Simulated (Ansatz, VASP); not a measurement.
Two plane-wave programs on Al3Cu

File POSCAR:

```
Al3Cu
1.0
    2.7784054294      0.0000000000      0.0000000000
    0.0000000000      2.7784054294      0.0000000000
    0.0000000000      0.0000000000      7.5134034100
Al Cu
3 1
Direct
    0.0000000000      0.0000000000      0.5000000000
    0.5000000000      0.5000000000      0.2261155100
    0.5000000000      0.5000000000      0.7738844900
    0.0000000000      0.0000000000      0.0000000000
```

Contents of INCAR.step1:

```
SYSTEM = Al3Cu
PREC = Accurate
ENCUT = 520
ISMEAR = 0
SIGMA = 0.01
LREAL = .FALSE.
LASPH = .TRUE.
NELM = 60
NBANDS = 18
GGA = PE
ALGO = Normal
EDIFF = 1E-4
LWAVE = .TRUE.
LCHARG = .FALSE.
```

The input INCAR.step2:

```
SYSTEM = Al3Cu
PREC = Accurate
ENCUT = 520
EDIFF = 1E-6
ISMEAR = 0
SIGMA = 0.01
LREAL = .FALSE.
LASPH = .TRUE.
NELM = 60
ALGO = Normal
ISIF = 2
LWAVE = .FALSE.
LCHARG = .FALSE.
METAGGA = R2SCAN
LMIXTAU = .TRUE.
NBANDS = 18
ISTART = 1
```

The input KPOINTS:

```
regular mesh
0
G
  8 8 3
  0 0 0
```

Input for Ansatz:

```yaml
crystal:
  lattice:
    - [2.7784054294, 0.0, 0.0]
    - [0.0, 2.7784054294, 0.0]
    - [0.0, 0.0, 7.51340341]
  atoms:
    - { symbol: Al, position: [0.0, 0.0, 0.5] }
    - { symbol: Al, position: [0.5, 0.5, 0.22611551] }
    - { symbol: Al, position: [0.5, 0.5, 0.77388449] }
    - { symbol: Cu, position: [0.0, 0.0, 0.0] }
basis:
  ecutwfc: 500
kpoints:
  mp_grid: { grid: [8, 8, 3] }
hamiltonian:
  xc: r2scan
scf:
  occupations: { method: gaussian, width: 0.01 }
output:
  forces: true
  stress: true
  eigenvalues: true
```

Alike in both runs: task single point; functional r2SCAN; k mesh 8 × 8 × 3; occupations gaussian, width 0.01 eV; no spin polarisation.

|  | VASP | Ansatz |
| --- | --- | --- |
| version | VASP 6.6.1 | Ansatz 0.2.0 |
| potentials or method | VASP PAW PBE potentials, release 64 (Al, Cu), cutoff 520 eV | scalar-relativistic, plane waves, PAW |
| valence electrons in the cell | 20 | 28 |

```csv
,VASP,Ansatz,Ansatz less VASP
gap on the k mesh at the Fermi level (eV),none,none,-
pressure (GPa),0.3,0.5,+0.21
"traceless stress, the component that is largest in VASP (GPa)",1.23,1.26,+0.027
rms of the force components (eV/Å),0.084,0.092,+0.0077
```

VASP's potentials were made for PBE, not for r2SCAN. Atom by atom the forces differ by 0.008 eV/Å (rms over components). A gap of «none» marks a metal or a gap that the smearing closes. With one functional, cell and mesh, what is left measures potentials, basis and numerics. VASP's potentials hold 20 valence electrons a cell and Ansatz's 28, so a difference there can come from the potentials and not from the codes.
